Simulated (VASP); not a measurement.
Here is a VASP 6.6.1 calculation.

The input INCAR:

```
ALGO = Normal
EDIFF = 1E-6
EDIFFG = -0.04
ENCUT = 600
GGA = PE
IBRION = 2
ISIF = 3
ISMEAR = 0
LASPH = True
LCHARG = False
LREAL = False
LWAVE = False
NELM = 100
NSW = 90
PREC = Accurate
SIGMA = 0.1
```

KPOINTS

```
k-points
0
Gamma
  6 6 6
```

POSCAR

```
LiGeH3
1.0
    2.6402787600      1.5243656500      2.2509222800
   -2.6402787600      1.5243656500      2.2509222800
    0.0000000000     -3.0487313000      2.2509222800
Li Ge H
1 1 3
Direct
    0.5000000000      0.5000000000      0.5000000000
    0.0000000000      0.0000000000      0.0000000000
    0.0000000000      0.5000000000      0.5000000000
    0.5000000000      0.0000000000      0.5000000000
    0.5000000000      0.5000000000      0.0000000000
```

Potentials or basis: VASP PAW PBE potentials, release 64 (Li_sv, Ge_d, H).

The run is started by

```sh
$ cat potpaw_PBE.64/Li_sv/POTCAR potpaw_PBE.64/Ge_d/POTCAR potpaw_PBE.64/H/POTCAR > POTCAR
$ mpirun -np 1 vasp_std > vasp.out
```

Problem. Predict the relaxed volume.

Solution. 8.39 Å³/atom.

Problem. Estimate the space group after relaxing (to 0.1 Å).

Solution. R-3m (No. 166).

Problem. Predict the band gap on the k mesh.

Solution. Zero (bands 10 and 11 overlap by 1.65 eV).

Final structure:
```xyz
5
Lattice="2.4346 1.4056 2.0435 -2.4346 1.4056 2.0435 0.0000 -2.8113 2.0435" Properties=species:S:1:pos:R:3 pbc="T T T"
Li    0.0000    0.0000    3.0653
Ge    0.0000   -2.8113    2.0435
H     1.2173    0.7028    4.0870
H     1.2173   -0.7028    2.0435
H     0.0000    1.4056    2.0435
```

Caveat: the cutoff is under 1.25 times the usual one of these potentials, so pressure, stress and relaxed cells hold a basis-set (Pulay) error; the volume moved by over 15 % at a fixed basis, so the end points are rough.
